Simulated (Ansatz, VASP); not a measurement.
# Si5As3 in VASP and in Ansatz

```
Si As
1.0
     6.70926    0.00000    0.00000
    -3.35463    5.81039    0.00000
     0.00000    0.00000    9.14117
Si As
10 6
Direct
  0.33463 0.33463 0.54246
  0.33463 0.00000 0.45754
  0.66537 0.00000 0.54246
  0.66537 0.66537 0.45754
  0.66667 0.33333 0.12952
  0.66667 0.33333 0.87048
  0.00000 0.33463 0.45754
  0.00000 0.66537 0.54246
  0.33333 0.66667 0.87048
  0.33333 0.66667 0.12952
  0.30497 0.30497 0.80517
  0.30497 0.00000 0.19483
  0.69503 0.00000 0.80517
  0.69503 0.69503 0.19483
  0.00000 0.30497 0.19483
  0.00000 0.69503 0.80517
```

Change from the starting cell: built by hand: diamond-derived ordered divacancy Si10As6 (P-31m, No. 162).

Alike in both runs: functional PBE; k mesh 6 × 6 × 4; occupations gaussian, width 0.02 eV; no spin polarisation.

Ansatz relaxed the structure, and its values are those at the end. VASP's run is a single point on that final structure, the one shown.

|  | VASP | Ansatz |
| --- | --- | --- |
| version | VASP 6.6.1 | Ansatz 0.2.0 |
| potentials or method | VASP PAW PBE potentials, release 64 (Si, As), cutoff 520 eV | scalar-relativistic, plane waves, PAW |
| valence electrons in the cell | 70 | 130 |

|  | VASP | Ansatz | Ansatz less VASP |
| --- | --- | --- | --- |
| gap on the k mesh at the Fermi level (eV) | 0.48 | 0.49 | +0.009 |
| least direct gap on the mesh (eV) | 0.80 | 0.81 | +0.011 |
| pressure (GPa) | 0.1 | 0.0 | -0.13 |
| rms of the force components (eV/Å) | 0.018 | 0.003 | -0.0148 |

VASP's potentials hold 70 valence electrons a cell and Ansatz's 130, so a difference there can come from the potentials and not from the codes.
